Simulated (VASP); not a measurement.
# Ge (Cmcm) in VASP: settings compared

The runs below take Ge through single point, with PBE-based screened hybrid with 25 % exact exchange, LDA.

Everything below comes from runs of VASP 6.6.1. Logs are shortened: lines on timing, memory, paths and dates and some standing lists are left out, and cuts for length are marked.

## 1. The cell of the first run

Symmetry: Cmcm, No. 63, orthorhombic system. The conventional cell has a = 2.976 Å, b = 5.189 Å, c = 4.728 Å, α = 90.00°, β = 90.00°, γ = 90.00°. Within 3.9 Å of Ge (site symmetry m2m) lie 12 Ge at 2.92 to 2.99 Å.

This isn't the form of Ge at room conditions, which is diamond.

## 2. Single point, PBE-based screened hybrid with 25 % exact exchange

Contents of POSCAR:

```
Ge
1.0
    1.4880529250     -2.5946896100      0.0000000000
    1.4880529250      2.5946896100      0.0000000000
    0.0000000000      0.0000000000      4.7275957900
Ge
2
Direct
    0.3334466300      0.6665533700      0.2500000000
    0.6665533700      0.3334466300      0.7500000000
```

Contents of INCAR.step1:

```
ALGO     = Normal         # electronic algorithm
EDIFF    = 1E-5           # SCF threshold, eV
ENCUT    = 520            # plane-wave cutoff, eV
GGA      = PE             # functional
ISIF     = 2              # what is computed and relaxed
ISMEAR   = -1             # smearing method
LASPH    = T              # aspherical terms in the spheres
LCHARG   = F              # write CHGCAR
LREAL    = F              # projectors in reciprocal space
LWAVE    = T              # write WAVECAR
NBANDS   = 21             # bands
NELM     = 80             # most SCF steps
PREC     = Accurate       # precision mode
SIGMA    = 0.05           # smearing width, eV
```

Contents of INCAR.step2:

```
AEXX     = 0.25           # exact-exchange fraction
ALGO     = Normal         # electronic algorithm
EDIFF    = 1E-6           # SCF threshold, eV
ENCUT    = 520            # plane-wave cutoff, eV
GGA      = PE             # functional
HFSCREEN = 0.4            # screening, 1/A
ISIF     = 2              # what is computed and relaxed
ISMEAR   = -1             # smearing method
ISTART   = 1            
LASPH    = T              # aspherical terms in the spheres
LCHARG   = F              # write CHGCAR
LHFCALC  = T              # exact exchange
LREAL    = F              # projectors in reciprocal space
LWAVE    = F              # write WAVECAR
NBANDS   = 21             # bands
NELM     = 80             # most SCF steps
PREC     = Accurate       # precision mode
PRECFOCK = Normal       
SIGMA    = 0.05           # smearing width, eV
```

Contents of KPOINTS:

```
k-points
0
Gamma
  5 5 3
```

Potentials or basis: VASP PAW PBE potentials, release 64 (Ge_d).

The run is started by

```sh
$ cat potpaw_PBE.64/Ge_d/POTCAR > POTCAR
$ cp INCAR.step1 INCAR
$ mpirun -np 1 vasp_std > vasp.out
$ cp INCAR.step2 INCAR
$ mpirun -np 1 vasp_std > vasp.out
```

OUTCAR:

```text
AEXX = 0.25
   EDIFF = 1E-6
   ENCUT = 520
   GGA = PE
   HFSCREEN = 0.4
   ISIF = 2
   ISMEAR = -1
   ISTART = 1
   LASPH = T
   LHFCALC = T
   LREAL = F
   NELM = 80
   PREC = Accurate
   PRECFOCK = Normal

 ion  position               nearest neighbor table
   1  0.333  0.667  0.250-
   2  0.667  0.333  0.750-

  LATTYP: Found a base centered orthorhombic cell.
 ALAT       =     2.9761058500
 B/A-ratio  =     1.7436809984
 C/A-ratio  =     1.5885173540

  Lattice vectors:

 A1 = (   1.4880529250,  -2.5946896100,   0.0000000000)
 A2 = (   1.4880529250,   2.5946896100,   0.0000000000)
 A3 = (   0.0000000000,   0.0000000000,   4.7275957900)

Analysis of symmetry for initial positions (statically):
=====================================================================
 Subroutine PRICEL returns:
 Original cell was already a primitive cell.

 Routine SETGRP: Setting up the symmetry group for a
 base centered orthorhombic supercell.

 Subroutine GETGRP returns: Found  8 space group operations
 (whereof  4 operations were pure point group operations)
 out of a pool of  8 trial point group operations.

The static configuration has the point symmetry C_2h.
 The point group associated with its full space group is D_2h.

Analysis of symmetry for dynamics (positions and initial velocities):
=====================================================================
 Subroutine PRICEL returns:
 Original cell was already a primitive cell.

 Routine SETGRP: Setting up the symmetry group for a
 base centered orthorhombic supercell.

 Subroutine GETGRP returns: Found  8 space group operations
 (whereof  4 operations were pure point group operations)
 out of a pool of  8 trial point group operations.

The dynamic configuration has the point symmetry C_2h.
 The point group associated with its full space group is D_2h.

 Subroutine INISYM returns: Found  8 space group operations
 (whereof  4 operations are pure point group operations),
 and found     1 'primitive' translations

----------------------------------------------------------------------------------------

                                     Primitive cell

  volume of cell :      36.5068

  direct lattice vectors                    reciprocal lattice vectors
     1.488052925 -2.594689610  0.000000000     0.336009554 -0.192701277  0.000000000
     1.488052925  2.594689610  0.000000000     0.336009554  0.192701277  0.000000000
     0.000000000  0.000000000  4.727595790     0.000000000  0.000000000  0.211524006

  length of vectors
     2.991106096  2.991106096  4.727595790     0.387345069  0.387345069  0.211524006

  position of ions in fractional coordinates (direct lattice)
     0.333446630  0.666553370  0.250000000
     0.666553370  0.333446630  0.750000000

  ion indices of the primitive-cell ions
   primitive index   ion index
                 1           1
                 2           2

----------------------------------------------------------------------------------------

 KPOINTS: k-points

Automatic generation of k-mesh.
 Grid dimensions read from file:
 generate k-points for:    5    5    3

 Generating k-lattice:

  Cartesian coordinates                     Fractional coordinates (reciprocal lattice)
     0.067201911 -0.038540255  0.000000000     0.200000000 -0.000000000  0.000000000
     0.067201911  0.038540255  0.000000000    -0.000000000  0.200000000  0.000000000
     0.000000000  0.000000000  0.070508002     0.000000000  0.000000000  0.333333333

  Length of vectors
     0.077469014  0.077469014  0.070508002

  Shift w.r.t. Gamma in fractional coordinates (k-lattice)
     0.000000000  0.000000000  0.000000000

 Subroutine IBZKPT returns following result:
 ===========================================

 Found     18 irreducible k-points:

 Following reciprocal coordinates:
            Coordinates               Weight
  0.000000  0.000000  0.000000      1.000000
  0.200000  0.000000  0.000000      4.000000
  0.400000 -0.000000  0.000000      4.000000
  0.200000  0.200000  0.000000      2.000000
  0.400000  0.200000  0.000000      4.000000
 -0.400000  0.200000  0.000000      4.000000
[... 10 lines left out ...]
  0.400000  0.400000  0.333333      4.000000
 -0.400000  0.400000  0.333333      4.000000
   k-points           NKPTS =     18   k-points in BZ     NKDIM =     75   number of bands    NBANDS=     21
   number of dos      NEDOS =    301   number of ions     NIONS =      2
   total plane-waves  NPLWV =  20736
   dimension x,y,z NGX =    24 NGY =   24 NGZ =   36
   dimension x,y,z NGXF=    48 NGYF=   48 NGZF=   72
   ions per type =               2
   NGX,Y,Z   is equivalent  to a cutoff of  13.34, 13.34, 12.66 a.u.
   NGXF,Y,Z  is equivalent  to a cutoff of  26.68, 26.68, 25.32 a.u.
 SYSTEM =  unknown system
   PREC   = accura    normal or accurate (medium, high low for compatibility)
   ISTART =      1    job   : 0-new  1-cont  2-samecut
   ICHARG =      0    charge: 1-file 2-atom 10-const
   ISPIN  =      1    spin polarized calculation?
   LNONCOLLINEAR =      F non collinear calculations
   LSORBIT =      F    spin-orbit coupling
   LASPH  =      T    aspherical Exc in radial PAW
   ENCUT  =  520.0 eV  38.22 Ry    6.18 a.u.   5.56  5.56  8.79*2*pi/ulx,y,z
   NELM   =     80;   NELMIN=  2; NELMDL=  0     # of ELM steps
   EDIFF  = 0.1E-05   stopping-criterion for ELM
   LREAL  =      F    real-space projection
   EDIFFG = 0.1E-04   stopping-criterion for IOM
   NSW    =      0    number of steps for IOM
   IBRION =     -1    ionic relax: 0-MD 1-quasi-New 2-CG
   NFREE  =      0    steps in history (QN), initial steepest desc. (CG)
   ISIF   =      2    stress and relaxation
   ISYM   =      3    0-nonsym 1-usesym 2-fastsym
   POTIM  = 0.5000    time-step for ionic-motion
   TEBEG  =    0.0;   TEEND  =   0.0 temperature during run
   PSTRESS=    0.0 pullay stress
   NELECT =      28.0000    total number of electrons
   NUPDOWN=      -1.0000    fix difference up-down
   EMIN   =  10.00;   EMAX   =-10.00  energy-range for DOS
   EFERMI =   0.00;   METHOD = LEGACY
   ISMEAR =    -1;   SIGMA  =   0.05  broadening in eV -4-tet -1-fermi 0-gaus
   EFERMI_NEDOS =   21; number of points for ismear=-14 and -15
   IALGO  =     38    algorithm
   IMIX   =      1    mixing-type and parameters
     AMIX     =   0.40;   BMIX     =  1.00
     AMIX_MAG =   1.60;   BMIX_MAG =  1.00
  volume/ion in A,a.u.               =      18.25       123.18
  Fermi-wavevector in a.u.,A,eV,Ry     =   1.498544  2.831837 30.553703  2.245634
  Thomas-Fermi vector in A             =   2.610289
   LORBIT       =      0    0 simple, 1 ext, 2 COOP (PROOUT), +10 PAW based schemes
   GGA     = PE    functional components
   LHFCALC =     T    Hartree Fock is set to
   PRECFOCK=normal    Normal, Fast or Accurate (Low or Medium for compatibility)
   ENCUT4O =  -1.0   cutoff for four orbital integrals eV
   NKREDX  =     1    reduce k-point grid by
   NKREDY  =     1    reduce k-point grid by
   NKREDZ  =     1    reduce k-point grid by
   AEXX    =    0.2500 exact exchange contribution
   HFSCREEN=    0.4000 screening length (either q_TF or 0.3 A-1)
   HFSCREENC=   0.4000 screening length for correlation (either q_TF or 0.3 A-1)
   ENCUTFOCK=  -1.0 apply spherical cutoff to Coloumb kernel
   IVDW    =     0    specifies the selected vdW correction
   LEPSILON=     F    determine dielectric tensor
   LRPA    =     F    only Hartree local field effects (RPA)
 non-spin polarized calculation
  energy-cutoff  :      520.00
  volume of cell :       36.51
 maximum number of plane-waves:      1004
 NGX is ok and might be reduce to    24
  NGX = 18; NGY = 18; NGZ = 28

 number of electron      28.0000012 magnetization

 Free energy of the ion-electron system (eV)
  ---------------------------------------------------
  ext. energy  EPLUGINS =         0.00000000
  ---------------------------------------------------
  free energy    TOTEN  =        -9.10299719 eV

  energy without entropy =       -9.08892281  energy(sigma->0) =       -9.09596000

 E-fermi :   6.8910     XC(G=0):  -9.7175

 val. band max:        6.8320196661   @ k =   0.4000   0.2000   0.0000
 cond. band min:       6.9120619016   @ k =   0.2000   0.2000   0.3333
 fundamental gap:      0.0800422355
 Fermi energy:         6.8910049436

 k-point     1 :       0.0000    0.0000    0.0000
  band No.  band energies     occupation
      1     -20.6656      2.00000
      2     -20.6645      2.00000
      3     -20.6609      2.00000
      4     -20.6557      2.00000
      5     -20.6542      2.00000
      6     -20.6525      2.00000
[... 13 lines left out ...]
     20      20.4867      0.00000
     21      21.8888      0.00000

 k-point     2 :       0.2000    0.0000    0.0000
  band No.  band energies     occupation
      1     -20.6888      2.00000
      2     -20.6604      2.00000
      3     -20.6488      2.00000
      4     -20.6470      2.00000
      5     -20.6396      2.00000
      6     -20.6337      2.00000
[... 13 lines left out ...]
     20      20.6165      0.00000
     21      21.8409      0.00000

 k-point     3 :       0.4000   -0.0000    0.0000
  band No.  band energies     occupation
      1     -20.7176      2.00000
      2     -20.6766      2.00000
      3     -20.6651      2.00000
      4     -20.6640      2.00000
      5     -20.6132      2.00000
      6     -20.6060      2.00000
[... 13 lines left out ...]
     20      19.0971      0.00000
     21      20.5619      0.00000
[... 313 lines left out ...]
 k-point    17 :       0.4000    0.4000    0.3333
  band No.  band energies     occupation
      1     -20.6813      2.00000
      2     -20.6792      2.00000
      3     -20.6540      2.00000
      4     -20.6497      2.00000
      5     -20.6444      2.00000
      6     -20.5990      2.00000
[... 13 lines left out ...]
     20      20.2084      0.00000
     21      20.4500      0.00000

 k-point    18 :      -0.4000    0.4000    0.3333
  band No.  band energies     occupation
      1     -20.7051      2.00000
      2     -20.6844      2.00000
      3     -20.6758      2.00000
      4     -20.6500      2.00000
      5     -20.6369      2.00000
      6     -20.5931      2.00000
[... 13 lines left out ...]
     20      16.9018      0.00000
     21      18.1958      0.00000

------------------------ aborting loop because EDIFF is reached ----------------------------------------

  FORCE on cell =-STRESS in cart. coord.  units (eV):
  Direction    XX          YY          ZZ          XY          YZ          ZX
  --------------------------------------------------------------------------------------
  -------------------------------------------------------------------------------------
  Total        0.1416132      0.0832530      2.2235942      0.0000000      0.0000000      0.0000000
  in kB        6.2149856      3.6537304     97.5870071      0.0000000      0.0000000      0.0000000
  external PRESSURE =      35.8185744 kB  Pullay stress =       0.0000000 kB

 VOLUME and BASIS-vectors are now :
 -----------------------------------------------------------------------------
  energy-cutoff  :      520.00
  volume of cell :       36.51
      direct lattice vectors                 reciprocal lattice vectors
     1.488052925 -2.594689610  0.000000000     0.336009554 -0.192701277  0.000000000
     1.488052925  2.594689610  0.000000000     0.336009554  0.192701277  0.000000000
     0.000000000  0.000000000  4.727595790     0.000000000  0.000000000  0.211524006

 POSITION                                       TOTAL-FORCE (eV/Angst)
 -----------------------------------------------------------------------------------
      1.48805      0.86431      1.18190         0.000000      0.011490     -0.000000
      1.48805     -0.86431      3.54570         0.000000     -0.011490      0.000000
 -----------------------------------------------------------------------------------
    total drift:                               -0.000000      0.000000     -0.000000

  FREE ENERGIE OF THE ION-ELECTRON SYSTEM (eV)
  ---------------------------------------------------
  free  energy   TOTEN  =        -9.1029971898 eV

  energy  without entropy=       -9.0889228108  energy(sigma->0) =       -9.09596000
```

Wall time 39 min (1 thread of Intel Xeon Platinum 8259CL at 2.50GHz (Skylake/Cascade Lake), shared host); peak memory 0.26 GiB.

What came out:

* Free energy: -9.1030 eV
* Pressure: 3.6 GPa
* Largest force: 0.011 eV/Å
* Band gap on the k mesh: zero (bands 14 and 15 overlap by 8.44 eV)

Forces in eV/Å, atoms in the order of the input:
```
Ge   0.000  0.011  0.000
Ge   0.000 -0.011  0.000
```

Levels at points of the mesh, in eV from the Fermi level:
```csv
k point,band 10,band 11,band 12,band 13,band 14,band 15,band 16,band 17,band 18,band 19
"(0.00, 0.00, 0.00)",-27.45,-14.42,-7.91,-5.87,7.31,7.43,9.50,9.62,11.05,12.15
```

Caveat: the k points lie up to 0.49 Å⁻¹ apart, too coarse for converged energies and pressures of a metal; the PAW data sets were made with another functional, which shifts forces and pressure a little.

(Continued in part 2 of 2.)

The gap in the log of VASP goes by the Fermi energy; the results here count the filled bands.